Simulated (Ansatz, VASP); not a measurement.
## CoSi: VASP beside Ansatz

INCAR

```
ALGO = Normal
EDIFF = 1E-6
ENCUT = 520
GGA = PE
ISIF = 2
ISMEAR = -1
LASPH = True
LCHARG = False
LREAL = False
LWAVE = False
NBANDS = 21
NELM = 100
PREC = Accurate
SIGMA = 0.08
```

File KPOINTS:

```
k-points
0
Gamma
  12 12 7
```

Contents of POSCAR:

```
CoSi
1.0
    2.9531969962      0.0000000000      0.0000000000
   -1.4765984982      2.5575436211      0.0000000000
    0.0000000000      0.0000000000      4.7392239132
Co Si
2 2
Direct
    0.0000000000      0.0000000000      0.0000000000
    0.0000000000      0.0000000000      0.5000000000
    0.3333333333      0.6666666667      0.2500000000
    0.6666666667      0.3333333333      0.7500000000
```

Input for Ansatz:

```yaml
crystal:
  lattice:
    - [2.9531969962, 0.0, 0.0]
    - [-1.4765984982, 2.5575436211, 0.0]
    - [0.0, 0.0, 4.7392239132]
  atoms:
    - { symbol: Co, position: [0.0, 0.0, 0.0] }
    - { symbol: Co, position: [0.0, 0.0, 0.5] }
    - { symbol: Si, position: [0.3333333333, 0.6666666667, 0.25] }
    - { symbol: Si, position: [0.6666666667, 0.3333333333, 0.75] }
kpoints:
  mp_grid: { grid: [12, 12, 7] }
  band_path:
    path:
      - [0.0, 0.0, 0.0]
      - [0.5, 0.0, 0.0]
      - [0.3333333333, 0.3333333333, 0.0]
      - [0.0, 0.0, 0.0]
      - [0.0, 0.0, 0.5]
      - [0.5, 0.0, 0.5]
      - [0.3333333333, 0.3333333333, 0.5]
      - [0.0, 0.0, 0.5]
      - [0.5, 0.0, 0.5]
    npoints: 8
scf:
  occupations: { method: fermi_dirac, width: 0.08 }
hamiltonian:
  xc: pbe
  pseudopotentials: { kind: all_electron, lapw: { basis_error: 0.001 } }
output:
  forces: true
  stress: true
  eigenvalues: true
  populations: true
  dos: { projected: true, de: 0.2, e_range: [-14, 8] }
```

Change from the starting cell: volume scaled by 0.72, LAPW.

Alike in both runs: task single point; functional PBE; k mesh 12 × 12 × 7; occupations fermi-dirac, width 0.08 eV; no spin polarisation.

```csv
,VASP,Ansatz
version,VASP 6.6.1,Ansatz 0.2.0
potentials or method,"VASP PAW PBE potentials, release 64 (Co, Si), cutoff 520 eV","all-electron LAPW, scalar-relativistic"
```

```tsv
	VASP	Ansatz	Ansatz less VASP
pressure (GPa)	117.8	117.3	-0.48
traceless stress, the component that is largest in VASP (GPa)	0.13	0.17	+0.039
```

Both programs put the cell under a high pressure, so it lies far from rest at this level. Ansatz ran all-electron here, and VASP with PAW potentials.

Noted on VASP's run: the cell as given lies far from equilibrium.
